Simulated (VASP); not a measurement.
A run of VASP 6.6.1:

The input INCAR:

```
ALGO = Normal ; EDIFF = 1E-6
EDIFFG = -0.02 ; ENCUT = 600
GGA = PS ; IBRION = 2
ISIF = 3 ; ISMEAR = -1
LASPH = True ; LCHARG = False
LREAL = False ; LWAVE = False
NELM = 60 ; NSW = 80
PREC = Accurate ; PSTRESS = 200.0
SIGMA = 0.05
```

KPOINTS

```
k-points
0
Gamma
  10 10 10
```

Contents of POSCAR:

```
LiF
1.0
    2.5595330000      0.0000000000      0.0000000000
    0.0000000000      2.5595330000      0.0000000000
    0.0000000000      0.0000000000      2.5595330000
F Li
1 1
Direct
    0.5000000000      0.5000000000      0.5000000000
    0.0000000000      0.0000000000      0.0000000000
```

Potentials or basis: VASP PAW PBE potentials, release 64 (F, Li_sv).

Launch:

```console
$ cat potpaw_PBE.64/F/POTCAR potpaw_PBE.64/Li_sv/POTCAR > POTCAR
$ mpirun -np 1 vasp_std > vasp.out
```

Hardware: 1 thread of AMD EPYC 7R43 64-Core Processor (Zen 3), with other jobs on the host.

Problem. How long does it take, and how much memory?

Solution. Wall time 30 s on 1 thread of AMD EPYC 7R43 64-Core Processor (Zen 3), on a shared host, peak memory 0.08 GiB. Counts: scf iterations 31, k points 56, ion steps 4.
